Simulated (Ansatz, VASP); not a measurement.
C: VASP beside Ansatz

```
C
1.0
     0.00000    2.17597    3.46455
     1.25697    0.00000    3.46455
     1.25697    2.17597    0.00000
C
2
Direct
  0.16670 0.83330 0.16670
  0.83330 0.16670 0.83330
```

Alike in both runs: task single point; functional PBE; dispersion D3(BJ); k mesh 16 × 16 × 16; occupations gaussian, width 0.03 eV; no spin polarisation.

|  | VASP | Ansatz |
| --- | --- | --- |
| version | VASP 6.6.1 | Ansatz 0.2.0 |
| potentials or method | VASP PAW PBE potentials, release 64 (C), cutoff 520 eV | scalar-relativistic, plane waves, PAW |
| valence electrons in the cell | 8 | 8 |

|  | VASP | Ansatz | Ansatz less VASP |
| --- | --- | --- | --- |
| gap on the k mesh at the Fermi level (eV) | 0.29 | 0.29 | +0.001 |
| least direct gap on the mesh (eV) | 0.34 | 0.34 | +0.001 |
| pressure (GPa) | -14.7 | -15.0 | -0.39 |
| traceless stress, the component that is largest in VASP (GPa) | 14.26 | 14.73 | +0.469 |
| rms of the force components (eV/Å) | 0.012 | 0.012 | 0.0000 |

Atom by atom the forces differ by 0.000 eV/Å (rms over components).
